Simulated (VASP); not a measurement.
Runs of VASP 6.6.1 on MgO. The structure is that of space group Fm-3m (No. 225), or close to it. The cells are those of the table. 

```tsv
level	potentials or basis	cell	cutoff (eV)	smearing	second run	gap on the mesh (eV)	pressure (GPa)
r2SCAN	VASP PAW PBE potentials, release 64 (Mg, O)	a = 2.973, b = 3.005, c = 3.005 Å, angles 59.3, 60.4, 60.4°, 2 atoms	520	gaussian 0.01 eV	-	(a)	-4.4
PBE	VASP PAW PBE potentials, release 64 (Mg, O)	a = 2.973, b = 3.005, c = 3.005 Å, angles 59.3, 60.4, 60.4°, 2 atoms	520	fermi-dirac 0.02 eV	-	4.54	1.5
r2SCAN	VASP PAW PBE potentials, release 64 (Mg, O)	a = 2.958 Å, angles 56.9°, 2 atoms	520	gaussian 0.01 eV	-	6.28	(b)
r2SCAN	VASP PAW PBE potentials, release 64 (Mg_sv, O)	a = 2.958 Å, angles 56.9°, 2 atoms	660	gaussian 0.01 eV	valence_matched	6.33	17.5
PBE	VASP PAW PBE potentials, release 64 (Mg, O)	a = 2.958 Å, angles 56.9°, 2 atoms	520	fermi-dirac 0.02 eV	-	5.38	(c)
```

Alike in all rows: task single point; no spin polarisation; k mesh 10 × 10 × 10.

Question: Fill in the values left out.

Answer: (a) 5.41; (b) 16.6; (c) 23.1.

Caveats: the PAW data sets were made with another functional, which shifts forces and pressure a little (some runs).

The runs don't all hold the same shells in valence.
